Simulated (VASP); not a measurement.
A run of VASP 6.6.1 is set up as follows.

INCAR

```
SYSTEM = BN2
ALGO = Normal
EDIFF = 1E-6
ENCUT = 520
GGA = PE
ISIF = 2
ISMEAR = 1
LASPH = .True.
LCHARG = .True.
LELF = .True.
LREAL = .False.
LVHAR = .True.
LWAVE = .False.
NBANDS = 14
NELECT = 12.9
NELM = 80
PREC = Accurate
SIGMA = 0.057
```

The input KPOINTS:

```
k-points
0
Gamma
  6 6 4
  0 0 0
```

The input POSCAR:

```
BN2
1.0
    2.5539396017      0.0000000000      0.0000000000
   -1.2769698009      2.2117765748      0.0000000000
    0.0000000000      0.0000000000      4.2268550000
B N
1 2
Direct
    0.6666666667      0.3333333333      0.9997240000
    0.6666666667      0.3333333333      0.6252760000
    0.3333333333      0.6666666667      0.1252760000
```

Potentials or basis: VASP PAW PBE potentials, release 64 (B, N).

The run is started by

```sh
$ cat potpaw_PBE.64/B/POTCAR potpaw_PBE.64/N/POTCAR > POTCAR
$ mpirun -np 1 vasp_std > vasp.out
```

Q: Estimate the largest force.

A: 3.923 eV/Å.

Forces on the atoms (eV/Å):
```
B    0.000  0.000  2.176
N    0.000  0.000  1.747
N    0.000  0.000 -3.923
```

Caveat: the k points lie up to 0.47 Å⁻¹ apart; the cell carries a net charge on a neutralising background, which shifts energy and pressure; forces of over 1 eV/Å act on the atoms, so gaps and moduli don't describe the material at rest.
